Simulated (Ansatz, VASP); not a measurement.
AlN in VASP and in Ansatz

```xyz
4
Lattice="3.2938 -3.2938 0.0000 3.2938 3.2938 0.0000 0.0000 0.0000 3.0278" Properties=species:S:1:pos:R:3 pbc="T T T"
Al    0.0000    0.0000    0.0000
Al    3.2938    0.0000    1.5139
N     3.2938   -1.2846    0.0000
N     3.2938    1.2846    0.0000
```

Change from the starting cell: ordered vacancies on the anion sites of rutile (Cmmm, No. 65).

Alike in both runs: task relaxation of cell and atoms; functional PBE; k mesh 4 × 4 × 6; occupations gaussian, width 0.1 eV; no spin polarisation.

|  | VASP | Ansatz |
| --- | --- | --- |
| version | VASP 6.6.1 | Ansatz 0.2.0 |
| potentials or method | VASP PAW PBE potentials, release 64 (Al, N), cutoff 600 eV | scalar-relativistic, plane waves, PAW |
| valence electrons in the cell | 16 | 16 |

|  | VASP | Ansatz | Ansatz less VASP |
| --- | --- | --- | --- |
| gap on the k mesh at the Fermi level, each at its own relaxed structure (eV) | none | none | - |
| relaxed volume (Å³/atom) | 17.40 | 18.36 | +0.956 |
| relaxed cell length with the largest relative difference (Å) | 4.961 | 5.136 | +0.1749 |

A gap of «none» marks a metal or a gap that the smearing closes. One of these differences is far larger than is usual between the two programs; its cause wasn't traced.
